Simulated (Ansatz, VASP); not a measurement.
**TiSi16: VASP beside Ansatz**

```
Si Ti
1.0
     0.00000    5.43000    5.43000
     5.43000    0.00000    5.43000
     5.43000    5.43000    0.00000
Si Ti
16 1
Direct
  0.00257 0.00321 0.99107
  0.12648 0.12718 0.11335
  0.00605 0.00679 0.48704
  0.12595 0.12664 0.62082
  0.00717 0.50065 0.99157
  0.12647 0.63304 0.11334
  0.00603 0.50017 0.48704
  0.14073 0.62444 0.61042
  0.49996 0.00795 0.99152
  0.63240 0.12713 0.11337
  0.49949 0.00673 0.48706
  0.62374 0.14153 0.61038
  0.49995 0.50060 0.99152
  0.62493 0.62570 0.12368
  0.50404 0.50487 0.48622
  0.62372 0.62437 0.61038
  0.75356 0.75432 0.73782
```

Alike in both runs: functional PBEsol; k mesh 2 × 2 × 2; occupations gaussian, width 0.05 eV; no spin polarisation.

Ansatz relaxed the structure, and its values are those at the end. VASP's run is a single point on that final structure, the one shown.

```csv
,VASP,Ansatz
version,VASP 6.6.1,Ansatz 0.2.0
potentials or method,"VASP PAW PBE potentials, release 64 (Si, Ti_sv), cutoff 520 eV","scalar-relativistic, plane waves, PAW"
valence electrons in the cell,76,76
```

|  | VASP | Ansatz | Ansatz less VASP |
| --- | --- | --- | --- |
| rms of the force components (eV/Å) | 0.009 | 0.008 | -0.0009 |

VASP's potentials were made for PBE, not for PBEsol, and Ansatz warns of the same on its side.

The k mesh is coarse, so the values compare programs but aren't converged.
